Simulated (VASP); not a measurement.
# GaSb (I-4m2) in VASP: further runs

The runs below take GaSb through single point, with PBE-based screened hybrid with 25 % exact exchange, PBEsol.

Everything below comes from runs of VASP 6.6.1. Logs are shortened: lines on timing, memory, paths and dates and some standing lists are left out, and cuts for length are marked.

## 1. The cell of the first run

Symmetry: I-4m2, No. 119, tetragonal system. Conventional cell: a = 5.299 Å, b = 5.299 Å, c = 3.380 Å, α = 90.00°, β = 90.00°, γ = 90.00°. Sb (site symmetry -4m2) has 8 Ga at 2.78 to 3.67 Å and 2 Sb at 3.38 Å within 3.7 Å. Ga (site symmetry -4m2) has 8 Sb at 2.78 to 3.67 Å and 2 Ga at 3.38 Å within 3.7 Å.

## 2. Single point, PBE-based screened hybrid with 25 % exact exchange

File POSCAR:

```
GaSb
1.0
   -2.6496000632      2.6496000632      1.6898079128
    2.6496000632     -2.6496000632      1.6898079128
    2.6496000632      2.6496000632     -1.6898079128
Sb Ga
1 1
Direct
    0.0000000000      0.0000000000      0.0000000000
    0.7500000000      0.2500000000      0.5000000000
```

File INCAR.step1:

```
ALGO = Normal
EDIFF = 1E-5
ENCUT = 520
GGA = PE
ISIF = 2
ISMEAR = -1
LASPH = T
LCHARG = F
LREAL = F
LWAVE = T
NBANDS = 16
NELM = 60
PREC = Accurate
SIGMA = 0.05
```

File INCAR.step2:

```
AEXX = 0.25
ALGO = Normal
EDIFF = 1E-6
ENCUT = 520
GGA = PE
HFSCREEN = 0.3
ISIF = 2
ISMEAR = -1
ISTART = 1
LASPH = T
LCHARG = F
LHFCALC = T
LREAL = F
LWAVE = F
NBANDS = 16
NELM = 60
PREC = Accurate
PRECFOCK = Normal
SIGMA = 0.05
```

File KPOINTS:

```
k-points
0
Gamma
  5 5 5
```

Potentials or basis: VASP PAW PBE potentials, release 64 (Sb, Ga_d).

Launch:

```sh
> cat potpaw_PBE.64/Sb/POTCAR potpaw_PBE.64/Ga_d/POTCAR > POTCAR
> cp INCAR.step1 INCAR
> mpirun -np 1 vasp_std > vasp.out
> cp INCAR.step2 INCAR
> mpirun -np 1 vasp_std > vasp.out
```

OUTCAR:

```text
AEXX = 0.25
   EDIFF = 1E-6
   ENCUT = 520
   GGA = PE
   HFSCREEN = 0.3
   ISIF = 2
   ISMEAR = -1
   ISTART = 1
   LASPH = T
   LHFCALC = T
   LREAL = F
   NELM = 60
   PREC = Accurate
   PRECFOCK = Normal

 ion  position               nearest neighbor table
   1  0.000  0.000  0.000-   2 2.78   2 2.78   2 2.78   2 2.78
   2  0.750  0.250  0.500-   1 2.78   1 2.78   1 2.78   1 2.78

  LATTYP: Found a body centered tetragonal cell.
 ALAT       =     5.2992001264
 C/A-ratio  =     0.6377596137

  Lattice vectors:

 A1 = (  -2.6496000632,   2.6496000632,   1.6898079128)
 A2 = (   2.6496000632,  -2.6496000632,   1.6898079128)
 A3 = (   2.6496000632,   2.6496000632,  -1.6898079128)

Analysis of symmetry for initial positions (statically):
=====================================================================
 Subroutine PRICEL returns:
 Original cell was already a primitive cell.

 Routine SETGRP: Setting up the symmetry group for a
 body centered tetragonal supercell.

 Subroutine GETGRP returns: Found  8 space group operations
 (whereof  8 operations were pure point group operations)
 out of a pool of 16 trial point group operations.

The static configuration has the point symmetry D_2d.

Analysis of symmetry for dynamics (positions and initial velocities):
=====================================================================
 Subroutine PRICEL returns:
 Original cell was already a primitive cell.

 Routine SETGRP: Setting up the symmetry group for a
 body centered tetragonal supercell.

 Subroutine GETGRP returns: Found  8 space group operations
 (whereof  8 operations were pure point group operations)
 out of a pool of 16 trial point group operations.

The dynamic configuration has the point symmetry D_2d.

 Subroutine INISYM returns: Found  8 space group operations
 (whereof  8 operations are pure point group operations),
 and found     1 'primitive' translations

----------------------------------------------------------------------------------------

                                     Primitive cell

  volume of cell :      47.4524

  direct lattice vectors                    reciprocal lattice vectors
    -2.649600063  2.649600063  1.689807913     0.000000000  0.188707725  0.295891620
     2.649600063 -2.649600063  1.689807913     0.188707725  0.000000000  0.295891620
     2.649600063  2.649600063 -1.689807913     0.188707725  0.188707725  0.000000000

  length of vectors
     4.110500185  4.110500185  4.110500185     0.350945090  0.350945090  0.266873024

  position of ions in fractional coordinates (direct lattice)
     0.000000000  0.000000000  0.000000000
     0.750000000  0.250000000  0.500000000

  ion indices of the primitive-cell ions
   primitive index   ion index
                 1           1
                 2           2

----------------------------------------------------------------------------------------

 KPOINTS: k-points

Automatic generation of k-mesh.
 Grid dimensions read from file:
 generate k-points for:    5    5    5

 Generating k-lattice:

  Cartesian coordinates                     Fractional coordinates (reciprocal lattice)
     0.000000000  0.037741545  0.059178324     0.200000000  0.000000000  0.000000000
     0.037741545  0.000000000  0.059178324     0.000000000  0.200000000  0.000000000
     0.037741545  0.037741545  0.000000000     0.000000000  0.000000000  0.200000000

  Length of vectors
     0.070189018  0.070189018  0.053374605

  Shift w.r.t. Gamma in fractional coordinates (k-lattice)
     0.000000000  0.000000000  0.000000000

 Subroutine IBZKPT returns following result:
 ===========================================

 Found     18 irreducible k-points:

 Following reciprocal coordinates:
            Coordinates               Weight
  0.000000  0.000000  0.000000      1.000000
  0.200000  0.000000 -0.000000      8.000000
  0.400000  0.000000  0.000000      8.000000
  0.200000  0.200000 -0.000000      8.000000
  0.400000  0.200000  0.000000     16.000000
 -0.400000  0.200000 -0.000000     16.000000
[... 10 lines left out ...]
 -0.400000  0.400000  0.400000      4.000000
 -0.400000 -0.400000  0.400000      2.000000
   k-points           NKPTS =     18   k-points in BZ     NKDIM =    125   number of bands    NBANDS=     16
   number of dos      NEDOS =    301   number of ions     NIONS =      2
   total plane-waves  NPLWV =  32768
   dimension x,y,z NGX =    32 NGY =   32 NGZ =   32
   dimension x,y,z NGXF=    64 NGYF=   64 NGZF=   64
   ions per type =               1   1
   NGX,Y,Z   is equivalent  to a cutoff of  12.94, 12.94, 12.94 a.u.
   NGXF,Y,Z  is equivalent  to a cutoff of  25.88, 25.88, 25.88 a.u.
 SYSTEM =  unknown system
   PREC   = accura    normal or accurate (medium, high low for compatibility)
   ISTART =      1    job   : 0-new  1-cont  2-samecut
   ICHARG =      0    charge: 1-file 2-atom 10-const
   ISPIN  =      1    spin polarized calculation?
   LNONCOLLINEAR =      F non collinear calculations
   LSORBIT =      F    spin-orbit coupling
   LASPH  =      T    aspherical Exc in radial PAW
   ENCUT  =  520.0 eV  38.22 Ry    6.18 a.u.   7.64  7.64  7.64*2*pi/ulx,y,z
   NELM   =     60;   NELMIN=  2; NELMDL=  0     # of ELM steps
   EDIFF  = 0.1E-05   stopping-criterion for ELM
   LREAL  =      F    real-space projection
   EDIFFG = 0.1E-04   stopping-criterion for IOM
   NSW    =      0    number of steps for IOM
   IBRION =     -1    ionic relax: 0-MD 1-quasi-New 2-CG
   NFREE  =      0    steps in history (QN), initial steepest desc. (CG)
   ISIF   =      2    stress and relaxation
   ISYM   =      3    0-nonsym 1-usesym 2-fastsym
   POTIM  = 0.5000    time-step for ionic-motion
   TEBEG  =    0.0;   TEEND  =   0.0 temperature during run
   PSTRESS=    0.0 pullay stress
   NELECT =      18.0000    total number of electrons
   NUPDOWN=      -1.0000    fix difference up-down
   EMIN   =  10.00;   EMAX   =-10.00  energy-range for DOS
   EFERMI =   0.00;   METHOD = LEGACY
   ISMEAR =    -1;   SIGMA  =   0.05  broadening in eV -4-tet -1-fermi 0-gaus
   EFERMI_NEDOS =   21; number of points for ismear=-14 and -15
   IALGO  =     38    algorithm
   IMIX   =      1    mixing-type and parameters
     AMIX     =   0.40;   BMIX     =  1.00
     AMIX_MAG =   1.60;   BMIX_MAG =  1.00
  volume/ion in A,a.u.               =      23.73       160.11
  Fermi-wavevector in a.u.,A,eV,Ry     =   1.185076  2.239470 19.108104  1.404406
  Thomas-Fermi vector in A             =   2.321278
   LORBIT       =      0    0 simple, 1 ext, 2 COOP (PROOUT), +10 PAW based schemes
   GGA     = PE    functional components
   LHFCALC =     T    Hartree Fock is set to
   PRECFOCK=normal    Normal, Fast or Accurate (Low or Medium for compatibility)
   ENCUT4O =  -1.0   cutoff for four orbital integrals eV
   NKREDX  =     1    reduce k-point grid by
   NKREDY  =     1    reduce k-point grid by
   NKREDZ  =     1    reduce k-point grid by
   AEXX    =    0.2500 exact exchange contribution
   HFSCREEN=    0.3000 screening length (either q_TF or 0.3 A-1)
   HFSCREENC=   0.3000 screening length for correlation (either q_TF or 0.3 A-1)
   ENCUTFOCK=  -1.0 apply spherical cutoff to Coloumb kernel
   IVDW    =     0    specifies the selected vdW correction
   LEPSILON=     F    determine dielectric tensor
   LRPA    =     F    only Hartree local field effects (RPA)
 non-spin polarized calculation
  energy-cutoff  :      520.00
  volume of cell :       47.45
 maximum number of plane-waves:      1292
  NGX = 24; NGY = 24; NGZ = 24

 number of electron      17.9999998 magnetization

 Free energy of the ion-electron system (eV)
  ---------------------------------------------------
  ext. energy  EPLUGINS =         0.00000000
  ---------------------------------------------------
  free energy    TOTEN  =        -8.00793599 eV

  energy without entropy =       -7.99474237  energy(sigma->0) =       -8.00133918

 E-fermi :   6.5323     XC(G=0):  -8.6767

 val. band max:        6.5049467008   @ k =  -0.4000   0.4000   0.0000
 cond. band min:       7.0220954055   @ k =   0.4000   0.2000   0.0000
 fundamental gap:      0.5171487047
 Fermi energy:         6.5323434532

 k-point     1 :       0.0000    0.0000    0.0000
  band No.  band energies     occupation
      1     -11.0903      2.00000
      2     -11.0317      2.00000
      3     -11.0240      2.00000
      4     -11.0240      2.00000
      5     -11.0109      2.00000
      6      -6.6534      2.00000
[... 8 lines left out ...]
     15      16.1797      0.00000
     16      17.2890      0.00000

 k-point     2 :       0.2000    0.0000   -0.0000
  band No.  band energies     occupation
      1     -11.0652      2.00000
      2     -11.0404      2.00000
      3     -11.0348      2.00000
      4     -11.0306      2.00000
      5     -11.0039      2.00000
      6      -5.8853      2.00000
[... 8 lines left out ...]
     15      15.4229      0.00000
     16      17.9869      0.00000

 k-point     3 :       0.4000    0.0000    0.0000
  band No.  band energies     occupation
      1     -11.0653      2.00000
      2     -11.0531      2.00000
      3     -11.0410      2.00000
      4     -11.0154      2.00000
      5     -10.9916      2.00000
      6      -3.8020      2.00000
[... 8 lines left out ...]
     15      16.3595      0.00000
     16      20.0046      0.00000

 k-point     4 :       0.2000    0.2000   -0.0000
  band No.  band energies     occupation
      1     -11.0591      2.00000
      2     -11.0533      2.00000
      3     -11.0423      2.00000
      4     -11.0179      2.00000
      5     -10.9943      2.00000
      6      -4.1542      2.00000
[... 8 lines left out ...]
     15      16.3040      0.00000
     16      17.1241      0.00000
[... 210 lines left out ...]
 k-point    16 :      -0.2000   -0.2000    0.2000
  band No.  band energies     occupation
      1     -11.0514      2.00000
      2     -11.0514      2.00000
      3     -11.0497      2.00000
      4     -11.0212      2.00000
      5     -10.9967      2.00000
      6      -4.5386      2.00000
[... 8 lines left out ...]
     15      19.3391      0.00000
     16      19.3391      0.00000

 k-point    17 :      -0.4000    0.4000    0.4000
  band No.  band energies     occupation
      1     -11.0967      2.00000
      2     -11.0857      2.00000
      3     -11.0154      2.00000
      4     -11.0149      2.00000
      5     -10.9835      2.00000
      6      -3.6402      2.00000
[... 8 lines left out ...]
     15      18.8960      0.00000
     16      18.9460      0.00000

 k-point    18 :      -0.4000   -0.4000    0.4000
  band No.  band energies     occupation
      1     -11.0953      2.00000
      2     -11.0602      2.00000
      3     -11.0276      2.00000
      4     -11.0276      2.00000
      5     -10.9815      2.00000
      6      -2.7966      2.00000
[... 8 lines left out ...]
     15      18.3862      0.00000
     16      21.4241      0.00000

------------------------ aborting loop because EDIFF is reached ----------------------------------------

  FORCE on cell =-STRESS in cart. coord.  units (eV):
  Direction    XX          YY          ZZ          XY          YZ          ZX
  --------------------------------------------------------------------------------------
  -------------------------------------------------------------------------------------
  Total       -0.1464773     -0.1464773     -0.1121148      0.0000000      0.0000000      0.0000000
  in kB       -4.9456434     -4.9456434     -3.7854330      0.0000000      0.0000000      0.0000000
  external PRESSURE =      -4.5589066 kB  Pullay stress =       0.0000000 kB

 VOLUME and BASIS-vectors are now :
 -----------------------------------------------------------------------------
  energy-cutoff  :      520.00
  volume of cell :       47.45
      direct lattice vectors                 reciprocal lattice vectors
    -2.649600063  2.649600063  1.689807913     0.000000000  0.188707725  0.295891620
     2.649600063 -2.649600063  1.689807913     0.188707725  0.000000000  0.295891620
     2.649600063  2.649600063 -1.689807913     0.188707725  0.188707725  0.000000000

 POSITION                                       TOTAL-FORCE (eV/Angst)
 -----------------------------------------------------------------------------------
      0.00000      0.00000      0.00000        -0.000000      0.000000      0.000000
     -0.00000      2.64960      0.84490         0.000000     -0.000000     -0.000000
 -----------------------------------------------------------------------------------
    total drift:                               -0.000002      0.000002      0.000003

  FREE ENERGIE OF THE ION-ELECTRON SYSTEM (eV)
  ---------------------------------------------------
  free  energy   TOTEN  =        -8.0079359916 eV

  energy  without entropy=       -7.9947423750  energy(sigma->0) =       -8.00133918
```

It took 42 min on 1 thread of Intel Xeon 8259CL, shared host; peak memory 0.31 GiB.

What came out:

```yaml
Free_energy: -8.0079 eV
Pressure: -0.5 GPa
Band_gap_on_the_k_mesh: zero (bands 9 and 10 overlap by 3.91 eV)
```

Levels at points of the mesh, in eV from the Fermi level:
```
           k point  band 7  band 8  band 9  band 10  band 11  band 12
(0.00, 0.00, 0.00)   -1.73   -1.66   -1.66     4.17     4.35     7.02
```

Caveat: the k points lie up to 0.44 Å⁻¹ apart, too coarse for converged energies and pressures of a metal; the PAW data sets were made with another functional, which shifts forces and pressure a little; spin-orbit coupling is left out, which moves the levels of the heavy elements.

## 3. Single point, PBEsol, non-collinear spin, zero start, spin-orbit coupling

This run uses another cell than the first one, of 24.12 Å³/atom.

File INCAR:

```
SYSTEM = GaSb
  ALGO = Normal
  EDIFF = 1E-6
  ENCUT = 520
  GGA = PS
  GGA_COMPAT = .FALSE.
  ISIF = 2
  ISMEAR = 1
  LASPH = .TRUE.
  LCHARG = .FALSE.
  LORBIT = 11
  LORBMOM = .TRUE.
  LREAL = .FALSE.
  LSORBIT = .TRUE.
  LWAVE = .FALSE.
  MAGMOM = 0 0 0 0 0 0
  NBANDS = 30
  NELM = 150
  PREC = Accurate
  SIGMA = 0.1
```

File KPOINTS:

```
k-points
0
G
  8 8 8
  0 0 0
```

File POSCAR:

```
GaSb
1.0
   -2.7534340000      2.7534340000      1.5907070000
    2.7534340000     -2.7534340000      1.5907070000
    2.7534340000      2.7534340000     -1.5907070000
Sb Ga
1 1
Direct
    0.0000000000      0.0000000000      0.0000000000
    0.7500000000      0.2500000000      0.5000000000
```

Potentials or basis: VASP PAW PBE potentials, release 64 (Sb, Ga_d).

Launch:

```sh
> cat potpaw_PBE.64/Sb/POTCAR potpaw_PBE.64/Ga_d/POTCAR > POTCAR
> mpirun -np 1 vasp_ncl > vasp.out
```

Wall time 2.1 min (1 thread of Intel Xeon Platinum 8488C (Sapphire Rapids), shared host); peak memory 0.42 GiB.

It converged, with:

```
Free energy                                           : -7.9500 eV
Pressure                                              : -2.8 GPa
Net moment                                            : 0.00 μB per cell
Valence electrons inside the program's atomic spheres : Sb 2.40; Ga 11.51
```

Stress tensor (GPa, compression positive):
```
-3.04  0.00  0.00
 0.00 -3.04  0.00
 0.00  0.00 -2.19
```

Moments on the atoms (μB; x, y, z):
```
Sb  0.00 0.00 0.00
Ga  0.00 0.00 0.00
```

Caveat: the PAW data sets were made with another functional, which shifts forces and pressure a little.

The gap in the log of VASP goes by the Fermi energy; the results here count the filled bands.